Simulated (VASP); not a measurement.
Write the native input for VASP 6.6.1 that does the following.

| Item | Value |
| --- | --- |
| Task | single point |
| Functional | PBE |
| Potentials or basis | VASP PAW PBE potentials, release 64 (Sn_d, Pb_d, O) |
| Cutoff | 520 eV |
| k mesh | 8 × 8 × 2 |
| Occupations | gaussian, width 0.02 eV |
| Spin | no spin polarisation |
| Dipole correction | no |
| Further INCAR settings | ALGO = Normal; EDIFF = 1e-06; NBANDS = 72 |

The structure of SnPb5O6 lies in POSCAR:

```
SnPb5O6
1.0
    4.0199845773      0.0000000000      0.0000000000
    0.0000000000      4.0199845773      0.0000000000
    0.0000000000      0.0000000000     16.5446895177
Sn Pb O
1 5 6
Direct
    0.0000000000      0.0000000000      0.7391968143
    0.0000000000      0.0000000000      0.0667047107
    0.0000000000      0.0000000000      0.4065098028
    0.5000000000      0.5000000000      0.2609494227
    0.5000000000      0.5000000000      0.5994165409
    0.5000000000      0.5000000000      0.9211812655
    0.0000000000      0.5000000000      0.9948763014
    0.0000000000      0.5000000000      0.3346364268
    0.0000000000      0.5000000000      0.6735079933
    0.5000000000      0.0000000000      0.9948763014
    0.5000000000      0.0000000000      0.3346364268
    0.5000000000      0.0000000000      0.6735079933
```

These files were run (other wordings do the same):

INCAR

```
SYSTEM = SnPb5O6
ALGO     = Normal         ! electronic algorithm
EDIFF    = 1E-6           ! SCF threshold, eV
ENCUT    = 520            ! plane-wave cutoff, eV
GGA      = PE             ! functional
ISIF     = 2              ! what is computed and relaxed
ISMEAR   = 0              ! smearing method
LASPH    = .TRUE.         ! aspherical terms in the spheres
LCHARG   = .FALSE.        ! write CHGCAR
LREAL    = .FALSE.        ! projectors in reciprocal space
LWAVE    = .FALSE.        ! write WAVECAR
NBANDS   = 72             ! bands
NELM     = 60             ! most SCF steps
PREC     = Accurate       ! precision mode
SIGMA    = 0.02           ! smearing width, eV
```

KPOINTS

```
k-points
0
G
  8 8 2
  0 0 0
```

Potentials or basis: VASP PAW PBE potentials, release 64 (Sn_d, Pb_d, O).

The run is started by

```bash
$ cat potpaw_PBE.64/Sn_d/POTCAR potpaw_PBE.64/Pb_d/POTCAR potpaw_PBE.64/O/POTCAR > POTCAR
$ mpirun -np 1 vasp_std > vasp.out
```

Results of the run:

* Pressure: 0.1 GPa
* Largest force: 0.062 eV/Å
* Band gap on the k mesh: 1.49 eV (least direct gap 1.50 eV)

Caveat: spin-orbit coupling is left out, which moves the levels of the heavy elements.

It took 30 min on 1 thread of Intel Xeon 8259CL, with other jobs on the host, peak memory 0.63 GiB.
